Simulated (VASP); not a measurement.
Runs of VASP 6.6.1 on C. The structure is that of space group Fd-3m (No. 227), or close to it. The cells are those of the table. 

```csv
cell,gap on the mesh (eV),pressure (GPa)
"a = 2.559 Å, angles 60.0°, 2 atoms",(b),(a)
"a = 2.575 Å, angles 60.0°, 2 atoms",3.99,-22.3
"a = 2.543 Å, angles 60.0°, 2 atoms",4.08,-7.9
"a = 2.509 Å, angles 60.0°, 2 atoms",(c),9.6
"a = 2.526 Å, angles 60.0°, 2 atoms",4.12,0.5
```

Alike in all rows: task single point; level PBE; potentials or basis VASP PAW PBE potentials, release 64 (C); no spin polarisation; k mesh 52 × 52 × 52; cutoff (eV) 520; smearing fermi-dirac 0.0612256 eV.

Task: Estimate the missing entries.

Result: (a) -15.4; (b) 4.03; (c) 4.16.

Caveats: the cell stands under tension (at least some runs); the cell stands under pressure (at least some runs).

A k mesh can miss the band edges.
